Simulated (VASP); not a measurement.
Write the native input for VASP 6.6.1 that does the following.

| Property | Result |
| --- | --- |
| Task | single point |
| Functional | LDA |
| Potentials or basis | VASP PAW LDA potentials, release 64 (Si) |
| Cutoff | 520 eV |
| k mesh | 12 × 12 × 12 |
| Occupations | gaussian, width 0.05 eV |
| Spin | no spin polarisation |
| Dipole correction | no |
| Further INCAR settings | ALGO = Normal; EDIFF = 1e-07; NBANDS = 11 |

The structure of Si lies in POSCAR:

```
Si
1.0
    0.0000000000      2.6114387530      2.6114387530
    2.6114387530      0.0000000000      2.6114387530
    2.6114387530      2.6114387530      0.0000000000
Si
2
Direct
    0.5000000000      0.5000000000      0.5000000000
    0.7500000000      0.7500000000      0.7500000000
```

This cell differs from its parent crystal: volume 17.809 Å^3 an atom, c/a of the conventional cell 1.0000.

These files were run (other wordings do the same):

INCAR

```
PREC     = Accurate       # precision mode
ENCUT    = 520            # plane-wave cutoff, eV
EDIFF    = 1E-7           # SCF threshold, eV
ISMEAR   = 0              # smearing method
SIGMA    = 0.05           # smearing width, eV
LREAL    = F              # projectors in reciprocal space
LASPH    = T              # aspherical terms in the spheres
NELM     = 100            # most SCF steps
ALGO     = Normal         # electronic algorithm
ISIF     = 2              # what is computed and relaxed
LWAVE    = F              # write WAVECAR
LCHARG   = F              # write CHGCAR
NBANDS   = 11             # bands
```

KPOINTS

```
regular mesh
0
Gamma
  12 12 12
```

Potentials or basis: VASP PAW LDA potentials, release 64 (Si).

Command:

```console
$ cat potpaw_LDA.64/Si/POTCAR > POTCAR
$ mpirun -np 1 vasp_std > vasp.out
```

Results of the run:

* Pressure: 12.2 GPa
* Band gap on the k mesh: 0.25 eV, indirect (least direct gap 2.57 eV)

It took 11 s on 1 thread of Intel(R) Xeon(R) Platinum 8559C (Emerald Rapids), with other jobs on the host, peak memory 0.14 GiB.
